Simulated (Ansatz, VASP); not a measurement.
# Nb3CdB in VASP and in Ansatz

```xyz
5
Lattice="3.0372 0.0000 0.0000 0.0000 4.6673 0.0000 0.0000 0.0000 6.3860" Properties=species:S:1:pos:R:3 pbc="T T T"
Nb    0.0000    0.0000    0.0000
Nb    0.0000    2.3336    1.5988
Nb    0.0000    2.3336    4.7872
Cd    0.0000    0.0000    3.1930
B     1.5186    2.3336    0.0000
```

Alike in both runs: functional PBE; k mesh 4 × 4 × 4; occupations gaussian, width 0.1 eV; no spin polarisation.

Ansatz relaxed the structure, and its values are those at the end. VASP's run is a single point on that final structure, the one shown.

```csv
,VASP,Ansatz
version,VASP 6.6.1,Ansatz 0.2.0
potentials or method,"VASP PAW PBE potentials, release 64 (Nb_sv, Cd, B), cutoff 520 eV","scalar-relativistic, plane waves, PAW"
valence electrons in the cell,54,62
```

```tsv
	VASP	Ansatz	Ansatz less VASP
gap on the k mesh at the Fermi level (eV)	none	none	-
pressure (GPa)	0.0	0.0	+0.05
rms of the force components (eV/Å)	0.010	0.001	-0.0087
```

A gap of «none» marks a metal or a gap that the smearing closes. VASP's potentials hold 54 valence electrons a cell and Ansatz's 62, so a difference there can come from the potentials and not from the codes.

The k mesh is coarse, so the values compare programs but aren't converged.
